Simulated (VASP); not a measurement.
# NaIr3 (Pm-3m) in VASP: further runs

NaIr3 is run at these levels: r2SCAN; tasks: single point, relaxation of the atoms.

All numbers are computed with VASP 6.6.1; they aren't measurements. Logs are shortened: lines on timing, memory, paths and dates and some standing lists are left out, and cuts for length are marked.

## 1. The cell of the first run

The structure is cubic, space group Pm-3m (No. 221). The conventional cell has a = 4.049 Å, b = 4.049 Å, c = 4.049 Å, α = 90.00°, β = 90.00°, γ = 90.00°. Within 3.8 Å of Ir (site symmetry 4/mmm) lie 8 Ir at 2.86 Å and 4 Na at 2.86 Å. Na (site symmetry m-3m) has 12 Ir at 2.86 Å within 3.8 Å.

## 2. Single point, r2SCAN

POSCAR reads:

```
NaIr3
1.0
    4.0488891700      0.0000000000      0.0000000000
    0.0000000000      4.0488891700      0.0000000000
    0.0000000000      0.0000000000      4.0488891700
Ir Na
3 1
Direct
    0.0000000000      0.5000000000      0.5000000000
    0.5000000000      0.0000000000      0.5000000000
    0.5000000000      0.5000000000      0.0000000000
    0.0000000000      0.0000000000      0.0000000000
```

INCAR.step1 reads:

```
PREC = Accurate
ENCUT = 520
ISMEAR = 0
SIGMA = 0.0112
LREAL = F
LASPH = T
NELM = 100
NBANDS = 25
GGA = PE
ALGO = Normal
EDIFF = 1E-4
LWAVE = T
LCHARG = F
```

INCAR.step2 reads:

```
PREC = Accurate
ENCUT = 520
EDIFF = 1E-6
ISMEAR = 0
SIGMA = 0.0112
LREAL = F
LASPH = T
NELM = 100
ALGO = Normal
ISIF = 2
LWAVE = F
LCHARG = T
METAGGA = R2SCAN
LMIXTAU = T
LELF = T
LVHAR = T
NBANDS = 25
ISTART = 1
```

KPOINTS reads:

```
Automatic mesh
0
Gamma
  6 6 6
```

Potentials or basis: VASP PAW PBE potentials, release 64 (Ir, Na_pv).

The run is started by

```
$ cat potpaw_PBE.64/Ir/POTCAR potpaw_PBE.64/Na_pv/POTCAR > POTCAR
$ cp INCAR.step1 INCAR
$ mpirun -np 1 vasp_std > vasp.out
$ cp INCAR.step2 INCAR
$ mpirun -np 1 vasp_std > vasp.out
```

OUTCAR:

```text
PREC = Accurate
   ENCUT = 520
   EDIFF = 1E-6
   ISMEAR = 0
   LREAL = F
   LASPH = T
   NELM = 100
   ISIF = 2
   METAGGA = R2SCAN
   ISTART = 1

 ion  position               nearest neighbor table
   1  0.000  0.500  0.500-   2 2.86   3 2.86   4 2.86   3 2.86   4 2.86   2 2.86   4 2.86   4 2.86
                             2 2.86   3 2.86   3 2.86   2 2.86
   2  0.500  0.000  0.500-   1 2.86   3 2.86   4 2.86   3 2.86   4 2.86   1 2.86   3 2.86   3 2.86
                             1 2.86   4 2.86   4 2.86   1 2.86
   3  0.500  0.500  0.000-   1 2.86   2 2.86   4 2.86   1 2.86   2 2.86   2 2.86   4 2.86   2 2.86
                             1 2.86   4 2.86   1 2.86   4 2.86
   4  0.000  0.000  0.000-   1 2.86   2 2.86   3 2.86   1 2.86   2 2.86   1 2.86   3 2.86   1 2.86
                             2 2.86   3 2.86   2 2.86   3 2.86

  LATTYP: Found a simple cubic cell.
 ALAT       =     4.0488891700

  Lattice vectors:

 A1 = (   4.0488891700,   0.0000000000,   0.0000000000)
 A2 = (   0.0000000000,   4.0488891700,   0.0000000000)
 A3 = (   0.0000000000,   0.0000000000,   4.0488891700)

Analysis of symmetry for initial positions (statically):
=====================================================================
 Subroutine PRICEL returns:
 Original cell was already a primitive cell.

 Routine SETGRP: Setting up the symmetry group for a
 simple cubic supercell.

 Subroutine GETGRP returns: Found 48 space group operations
 (whereof 48 operations were pure point group operations)
 out of a pool of 48 trial point group operations.

The static configuration has the point symmetry O_h .

Analysis of symmetry for dynamics (positions and initial velocities):
=====================================================================
 Subroutine PRICEL returns:
 Original cell was already a primitive cell.

 Routine SETGRP: Setting up the symmetry group for a
 simple cubic supercell.

 Subroutine GETGRP returns: Found 48 space group operations
 (whereof 48 operations were pure point group operations)
 out of a pool of 48 trial point group operations.

The dynamic configuration has the point symmetry O_h .

 Subroutine INISYM returns: Found 48 space group operations
 (whereof 48 operations are pure point group operations),
 and found     1 'primitive' translations

----------------------------------------------------------------------------------------

                                     Primitive cell

  volume of cell :      66.3755

  direct lattice vectors                    reciprocal lattice vectors
     4.048889170  0.000000000  0.000000000     0.246981322  0.000000000  0.000000000
     0.000000000  4.048889170  0.000000000     0.000000000  0.246981322  0.000000000
     0.000000000  0.000000000  4.048889170     0.000000000  0.000000000  0.246981322

  length of vectors
     4.048889170  4.048889170  4.048889170     0.246981322  0.246981322  0.246981322

  position of ions in fractional coordinates (direct lattice)
     0.000000000  0.500000000  0.500000000
     0.500000000  0.000000000  0.500000000
     0.500000000  0.500000000  0.000000000
     0.000000000  0.000000000  0.000000000

  ion indices of the primitive-cell ions
   primitive index   ion index
                 1           1
                 2           2
                 3           3
                 4           4

----------------------------------------------------------------------------------------

 KPOINTS: Automatic mesh

Automatic generation of k-mesh.
 Grid dimensions read from file:
 generate k-points for:    6    6    6

 Generating k-lattice:

  Cartesian coordinates                     Fractional coordinates (reciprocal lattice)
     0.041163554  0.000000000  0.000000000     0.166666667  0.000000000  0.000000000
     0.000000000  0.041163554  0.000000000     0.000000000  0.166666667  0.000000000
     0.000000000  0.000000000  0.041163554     0.000000000  0.000000000  0.166666667

  Length of vectors
     0.041163554  0.041163554  0.041163554

  Shift w.r.t. Gamma in fractional coordinates (k-lattice)
     0.000000000  0.000000000  0.000000000

 Subroutine IBZKPT returns following result:
 ===========================================

 Found     20 irreducible k-points:

 Following reciprocal coordinates:
            Coordinates               Weight
  0.000000  0.000000  0.000000      1.000000
  0.166667  0.000000  0.000000      6.000000
  0.333333  0.000000  0.000000      6.000000
  0.500000  0.000000  0.000000      3.000000
  0.166667  0.166667  0.000000     12.000000
  0.333333  0.166667  0.000000     24.000000
[... 12 lines left out ...]
  0.500000  0.500000  0.333333      6.000000
  0.500000  0.500000  0.500000      1.000000
   k-points           NKPTS =     20   k-points in BZ     NKDIM =     20   number of bands    NBANDS=     25
   number of dos      NEDOS =    301   number of ions     NIONS =      4
   total plane-waves  NPLWV =  27000
   dimension x,y,z NGX =    30 NGY =   30 NGZ =   30
   dimension x,y,z NGXF=    60 NGYF=   60 NGZF=   60
   ions per type =               3   1
   NGX,Y,Z   is equivalent  to a cutoff of  12.32, 12.32, 12.32 a.u.
   NGXF,Y,Z  is equivalent  to a cutoff of  24.64, 24.64, 24.64 a.u.
 SYSTEM =  unknown system
   PREC   = accura    normal or accurate (medium, high low for compatibility)
   ISTART =      1    job   : 0-new  1-cont  2-samecut
   ICHARG =      0    charge: 1-file 2-atom 10-const
   ISPIN  =      1    spin polarized calculation?
   LNONCOLLINEAR =      F non collinear calculations
   LSORBIT =      F    spin-orbit coupling
   LASPH  =      T    aspherical Exc in radial PAW
   ENCUT  =  520.0 eV  38.22 Ry    6.18 a.u.   7.53  7.53  7.53*2*pi/ulx,y,z
   NELM   =    100;   NELMIN=  2; NELMDL=  0     # of ELM steps
   EDIFF  = 0.1E-05   stopping-criterion for ELM
   LREAL  =      F    real-space projection
   EDIFFG = 0.1E-04   stopping-criterion for IOM
   NSW    =      0    number of steps for IOM
   IBRION =     -1    ionic relax: 0-MD 1-quasi-New 2-CG
   NFREE  =      0    steps in history (QN), initial steepest desc. (CG)
   ISIF   =      2    stress and relaxation
   ISYM   =      2    0-nonsym 1-usesym 2-fastsym
   POTIM  = 0.5000    time-step for ionic-motion
   TEBEG  =    0.0;   TEEND  =   0.0 temperature during run
   PSTRESS=    0.0 pullay stress
   NELECT =      34.0000    total number of electrons
   NUPDOWN=      -1.0000    fix difference up-down
   EMIN   =  10.00;   EMAX   =-10.00  energy-range for DOS
   EFERMI =   0.00;   METHOD = LEGACY
   ISMEAR =     0;   SIGMA  =   0.01  broadening in eV -4-tet -1-fermi 0-gaus
   EFERMI_NEDOS =   21; number of points for ismear=-14 and -15
   IALGO  =     38    algorithm
   IMIX   =      4    mixing-type and parameters
     AMIX     =   0.40;   BMIX     =  1.00
     AMIX_MAG =   1.60;   BMIX_MAG =  1.00
  volume/ion in A,a.u.               =      16.59       111.98
  Fermi-wavevector in a.u.,A,eV,Ry     =   1.309881  2.475317 23.344724  1.715789
  Thomas-Fermi vector in A             =   2.440450
   LORBIT       =      0    0 simple, 1 ext, 2 COOP (PROOUT), +10 PAW based schemes
   METAGGA = R2SCAN    functional components
   LHFCALC =     F    Hartree Fock is set to
   AEXX    =    0.0000 exact exchange contribution
   IVDW    =     0    specifies the selected vdW correction
   LEPSILON=     F    determine dielectric tensor
   LRPA    =     F    only Hartree local field effects (RPA)
 non-spin polarized calculation
 Gauss-broadening in eV      SIGMA  =   0.01
  energy-cutoff  :      520.00
  volume of cell :       66.38
 maximum number of plane-waves:      1804
   NGX = 15   NGY = 15   NGZ = 15

 number of electron      33.9999976 magnetization

 Free energy of the ion-electron system (eV)
  ---------------------------------------------------
  ext. energy  EPLUGINS =         0.00000000
  ---------------------------------------------------
  free energy    TOTEN  =      -158.21593937 eV

  energy without entropy =     -158.21531799  energy(sigma->0) =     -158.21562868

 E-fermi :   5.4255     XC(G=0): -13.0549

 val. band max:        5.4167716055   @ k =   0.5000   0.5000   0.0000
 cond. band min:       5.4347157684   @ k =   0.3333   0.1667   0.0000
 fundamental gap:      0.0179441629
 Fermi energy:         5.4255221703

 k-point     1 :       0.0000    0.0000    0.0000
  band No.  band energies     occupation
      1     -17.5820      2.00000
      2     -17.5820      2.00000
      3     -17.5820      2.00000
      4      -2.6453      2.00000
      5       0.3049      2.00000
      6       1.1004      2.00000
[... 17 lines left out ...]
     24      13.9504      0.00000
     25      18.5261      0.00000

 k-point     2 :       0.1667    0.0000    0.0000
  band No.  band energies     occupation
      1     -17.5876      2.00000
      2     -17.5829      2.00000
      3     -17.5829      2.00000
      4      -2.3088      2.00000
      5       0.5223      2.00000
      6       1.1842      2.00000
[... 17 lines left out ...]
     24      15.1501      0.00000
     25      17.3470      0.00000

 k-point     3 :       0.3333    0.0000    0.0000
  band No.  band energies     occupation
      1     -17.5989      2.00000
      2     -17.5846      2.00000
      3     -17.5846      2.00000
      4      -1.4201      2.00000
      5       1.0352      2.00000
      6       1.3745      2.00000
[... 17 lines left out ...]
     24      15.7139      0.00000
     25      15.9074      0.00000

 k-point     4 :       0.5000    0.0000    0.0000
  band No.  band energies     occupation
      1     -17.6045      2.00000
      2     -17.5855      2.00000
      3     -17.5855      2.00000
      4      -0.7209      2.00000
      5       1.3358      2.00000
      6       1.3367      2.00000
[... 17 lines left out ...]
     24      15.3840      0.00000
     25      15.6504      0.00000
[... 365 lines left out ...]
 k-point    18 :       0.5000    0.3333    0.3333
  band No.  band energies     occupation
      1     -17.5946      2.00000
      2     -17.5934      2.00000
      3     -17.5899      2.00000
      4       0.2062      2.00000
      5       0.5712      2.00000
      6       0.9817      2.00000
[... 17 lines left out ...]
     24      12.1274      0.00000
     25      13.6887      0.00000

 k-point    19 :       0.5000    0.5000    0.3333
  band No.  band energies     occupation
      1     -17.5929      2.00000
      2     -17.5929      2.00000
      3     -17.5906      2.00000
      4       0.4202      2.00000
      5       0.4202      2.00000
      6       0.4680      2.00000
[... 17 lines left out ...]
     24      11.8167      0.00000
     25      12.1201      0.00000

 k-point    20 :       0.5000    0.5000    0.5000
  band No.  band energies     occupation
      1     -17.5913      2.00000
      2     -17.5913      2.00000
      3     -17.5913      2.00000
      4       0.2609      2.00000
      5       0.2609      2.00000
      6       0.2609      2.00000
[... 17 lines left out ...]
     24      11.0823      0.00000
     25      11.0823      0.00000

------------------------ aborting loop because EDIFF is reached ----------------------------------------

  FORCE on cell =-STRESS in cart. coord.  units (eV):
  Direction    XX          YY          ZZ          XY          YZ          ZX
  --------------------------------------------------------------------------------------
  -------------------------------------------------------------------------------------
  Total       -8.3680793     -8.3680793     -8.3680793      0.0000000      0.0000000      0.0000000
  in kB     -201.9894570   -201.9894570   -201.9894570      0.0000000      0.0000000      0.0000000
  external PRESSURE =    -201.9894570 kB  Pullay stress =       0.0000000 kB

 VOLUME and BASIS-vectors are now :
 -----------------------------------------------------------------------------
  energy-cutoff  :      520.00
  volume of cell :       66.38
      direct lattice vectors                 reciprocal lattice vectors
     4.048889170  0.000000000  0.000000000     0.246981322  0.000000000  0.000000000
     0.000000000  4.048889170  0.000000000     0.000000000  0.246981322  0.000000000
     0.000000000  0.000000000  4.048889170     0.000000000  0.000000000  0.246981322

 POSITION                                       TOTAL-FORCE (eV/Angst)
 -----------------------------------------------------------------------------------
      0.00000      2.02444      2.02444         0.000000      0.000000      0.000000
      2.02444      0.00000      2.02444         0.000000      0.000000      0.000000
      2.02444      2.02444      0.00000         0.000000      0.000000      0.000000
      0.00000      0.00000      0.00000         0.000000      0.000000      0.000000
 -----------------------------------------------------------------------------------
    total drift:                                0.000000      0.000000     -0.000000

  FREE ENERGIE OF THE ION-ELECTRON SYSTEM (eV)
  ---------------------------------------------------
  free  energy   TOTEN  =      -158.2159393738 eV

  energy  without entropy=     -158.2153179862  energy(sigma->0) =     -158.21562868
```

Run time: 98 s. Hardware: 1 thread of Intel Xeon Platinum 8259CL at 2.50GHz (Skylake/Cascade Lake), shared host; peak memory 0.19 GiB.

What came out:

```yaml
Free_energy: -158.2159 eV
Pressure: -20.2 GPa
Band_gap_on_the_k_mesh: zero (bands 17 and 18 overlap by 2.42 eV)
```

Caveat: the cell stands under tension; the PAW data sets were made with another functional, which shifts forces and pressure a little; spin-orbit coupling is left out, which moves the levels of the heavy elements.

## 3. Relaxation of the atoms, r2SCAN

POSCAR is that of step 2.

INCAR.step1 reads:

```
SYSTEM = NaIr3
PREC = Accurate ; ENCUT = 520
ISMEAR = 0 ; SIGMA = 0.0112
LREAL = .FALSE. ; LASPH = .TRUE.
NELM = 100 ; GGA = PE
ALGO = Normal ; EDIFF = 1E-4
LWAVE = .TRUE. ; LCHARG = .FALSE.
```

INCAR.step2 reads:

```
SYSTEM = NaIr3
PREC = Accurate ; ENCUT = 520
EDIFF = 1E-6 ; ISMEAR = 0
SIGMA = 0.0112 ; LREAL = .FALSE.
LASPH = .TRUE. ; NELM = 100
ALGO = Normal ; ISIF = 2
LWAVE = .FALSE. ; LCHARG = .FALSE.
METAGGA = R2SCAN ; LMIXTAU = .TRUE.
IBRION = 2 ; NSW = 60
EDIFFG = -0.03 ; ISTART = 1
```

KPOINTS reads:

```
Automatic mesh
0
G
  6 6 6
  0 0 0
```

Potentials or basis: VASP PAW PBE potentials, release 64 (Ir, Na_pv).

The run is started by

```
$ cat potpaw_PBE.64/Ir/POTCAR potpaw_PBE.64/Na_pv/POTCAR > POTCAR
$ cp INCAR.step1 INCAR
$ mpirun -np 1 vasp_std > vasp.out
$ cp INCAR.step2 INCAR
$ mpirun -np 1 vasp_std > vasp.out
```

OUTCAR:

```text
SYSTEM = NaIr3
   PREC = Accurate
   ENCUT = 520
   EDIFF = 1E-6
   ISMEAR = 0
   LREAL = .FALSE.
   LASPH = .TRUE.
   NELM = 100
   ISIF = 2
   METAGGA = R2SCAN
   IBRION = 2
   NSW = 60
   EDIFFG = -0.03
   ISTART = 1

 ion  position               nearest neighbor table
   1  0.000  0.500  0.500-   2 2.86   3 2.86   4 2.86   3 2.86   4 2.86   2 2.86   4 2.86   4 2.86
                             2 2.86   3 2.86   3 2.86   2 2.86
   2  0.500  0.000  0.500-   1 2.86   3 2.86   4 2.86   3 2.86   4 2.86   1 2.86   3 2.86   3 2.86
[... 681 lines left out ...]
  -------------------------------------------------------------------------------------
  Total       -8.3711537     -8.3711537     -8.3711537      0.0000000     -0.0000000      0.0000000
  in kB     -202.0636682   -202.0636682   -202.0636682      0.0000000     -0.0000000      0.0000000
  external PRESSURE =    -202.0636682 kB  Pullay stress =       0.0000000 kB

 VOLUME and BASIS-vectors are now :
 -----------------------------------------------------------------------------
  energy-cutoff  :      520.00
  volume of cell :       66.38
      direct lattice vectors                 reciprocal lattice vectors
     4.048889170  0.000000000  0.000000000     0.246981322  0.000000000  0.000000000
     0.000000000  4.048889170  0.000000000     0.000000000  0.246981322  0.000000000
     0.000000000  0.000000000  4.048889170     0.000000000  0.000000000  0.246981322

 POSITION                                       TOTAL-FORCE (eV/Angst)
 -----------------------------------------------------------------------------------
      0.00000      2.02444      2.02444         0.000000      0.000000      0.000000
      2.02444      0.00000      2.02444         0.000000      0.000000      0.000000
      2.02444      2.02444      0.00000         0.000000      0.000000      0.000000
      0.00000      0.00000      0.00000         0.000000      0.000000      0.000000
 -----------------------------------------------------------------------------------
    total drift:                                0.000000      0.000000     -0.000000

  FREE ENERGIE OF THE ION-ELECTRON SYSTEM (eV)
  ---------------------------------------------------
  free  energy   TOTEN  =      -158.2159382104 eV

  energy  without entropy=     -158.2153170443  energy(sigma->0) =     -158.21562763

 reached required accuracy - stopping structural energy minimisation
```

OUTCAR.step1:

```text
SYSTEM = NaIr3
   PREC = Accurate
   ENCUT = 520
   ISMEAR = 0
   LREAL = .FALSE.
   LASPH = .TRUE.
[... 705 lines left out ...]
      2.02444      0.00000      2.02444         0.000000      0.000000      0.000000
      2.02444      2.02444      0.00000         0.000000      0.000000      0.000000
      0.00000      0.00000      0.00000         0.000000      0.000000      0.000000
 -----------------------------------------------------------------------------------
    total drift:                                0.000000      0.000000     -0.000000

  FREE ENERGIE OF THE ION-ELECTRON SYSTEM (eV)
  ---------------------------------------------------
  free  energy   TOTEN  =       -25.3887773653 eV

  energy  without entropy=      -25.3876331454  energy(sigma->0) =      -25.38820526
```

OSZICAR.step1:

```text
N       E                     dE             d eps       ncg     rms          rms(c)
DAV:   1     0.353032563404E+03    0.35303E+03   -0.15803E+04   840   0.177E+03
DAV:   2     0.156697613557E+01   -0.35147E+03   -0.34029E+03   840   0.505E+02
DAV:   3    -0.260935140667E+02   -0.27660E+02   -0.24772E+02  1092   0.138E+02
DAV:   4    -0.272626010601E+02   -0.11691E+01   -0.11538E+01   941   0.318E+01
DAV:   5    -0.272991764135E+02   -0.36575E-01   -0.36475E-01  1115   0.410E+00    0.134E+01
DAV:   6    -0.254767604697E+02    0.18224E+01   -0.62251E+00  1102   0.228E+01    0.413E+00
DAV:   7    -0.254048281746E+02    0.71932E-01   -0.35122E-01  1205   0.470E+00    0.218E+00
DAV:   8    -0.253894627795E+02    0.15365E-01   -0.20853E-02  1034   0.148E+00    0.382E-01
DAV:   9    -0.253887797634E+02    0.68302E-03   -0.13608E-03  1007   0.338E-01    0.557E-02
DAV:  10    -0.253887773653E+02    0.23981E-05   -0.73199E-05   440   0.104E-01
   1 F= -.25388777E+02 E0= -.25388205E+02  d E =-.114422E-02
```

Run time: 79 s. Hardware: 1 thread of Intel Xeon Platinum 8259CL at 2.50GHz (Skylake/Cascade Lake), shared host; peak memory 0.18 GiB.

Results:

```
Free energy             : -158.2159 eV
Pressure after relaxing : -20.2 GPa
Band gap on the k mesh  : zero (bands 17 and 18 overlap by 2.42 eV)
```

Final structure:
```
CELL_PARAMETERS angstrom
4.04889 0.00000 0.00000
0.00000 4.04889 0.00000
0.00000 0.00000 4.04889
ATOMIC_POSITIONS crystal
Ir 0.00000 0.50000 0.50000
Ir 0.50000 0.00000 0.50000
Ir 0.50000 0.50000 0.00000
Na 0.00000 0.00000 0.00000
```

Levels at points of the mesh, in eV from the Fermi level:
```csv
k point,band 13,band 14,band 15,band 16,band 17,band 18,band 19,band 20,band 21
"(0.00, 0.00, 0.00)",-0.79,0.38,0.38,1.61,1.98,1.98,1.98,3.42,3.42
"(0.50, 0.00, 0.00)",-1.42,-1.40,-1.31,-0.51,-0.51,-0.44,0.56,1.98,7.30
"(0.50, 0.50, 0.00)",-2.04,-1.12,-1.12,-1.00,-0.90,-0.27,-0.01,2.03,3.37
"(0.50, 0.50, 0.50)",-1.08,-0.14,-0.14,0.33,1.57,1.57,1.60,1.60,1.60
```

Caveat: the relaxation stopped at its first step, so nothing moved; the PAW data sets were made with another functional, which shifts forces and pressure a little; spin-orbit coupling is left out, which moves the levels of the heavy elements.
